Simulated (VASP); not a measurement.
Here is a VASP 6.6.1 calculation.

Contents of INCAR:

```
SYSTEM = Al
PREC     = Accurate       ! precision mode
ENCUT    = 520            ! plane-wave cutoff, eV
EDIFF    = 1E-7           ! SCF threshold, eV
ISMEAR   = 0              ! smearing method
SIGMA    = 0.05           ! smearing width, eV
LREAL    = .FALSE.        ! projectors in reciprocal space
LASPH    = .TRUE.         ! aspherical terms in the spheres
NELM     = 150            ! most SCF steps
ALGO     = Normal         ! electronic algorithm
ISIF     = 2              ! what is computed and relaxed
LWAVE    = .FALSE.        ! write WAVECAR
LCHARG   = .FALSE.        ! write CHGCAR
LNONCOLLINEAR= .TRUE.         ! non-collinear magnetism
MAGMOM   = 0 0 0.5        ! initial moments
LORBIT   = 11             ! projections on sites
GGA      = PS             ! functional
NBANDS   = 14             ! bands
```

Contents of KPOINTS:

```
regular mesh
0
G
  9 9 9
  0 0 0
```

POSCAR

```
Al
1.0
   -1.9222134586      1.4334422049      1.4165891257
    1.9257425404     -1.4929814645      1.4737640720
    1.9258221610      1.4856044979     -1.4756618273
Al
1
Direct
    0.0394760000     -0.0238280000      0.0651460000
```

Potentials or basis: VASP PAW PBE potentials, release 64 (Al).

Launch:

```sh
$ cat potpaw_PBE.64/Al/POTCAR > POTCAR
$ mpirun -np 1 vasp_ncl > vasp.out
```

(1) What does it give for the net moment?

(2) Estimate the band gap on the k mesh.

Results:

(1) 0.00 μB per cell.

(2) zero (band 3 reaches 20.36 eV, above the bottom of band 4 at 4.18 eV).

Caveat: the cell differs from its parent crystal (the cell strained at random).
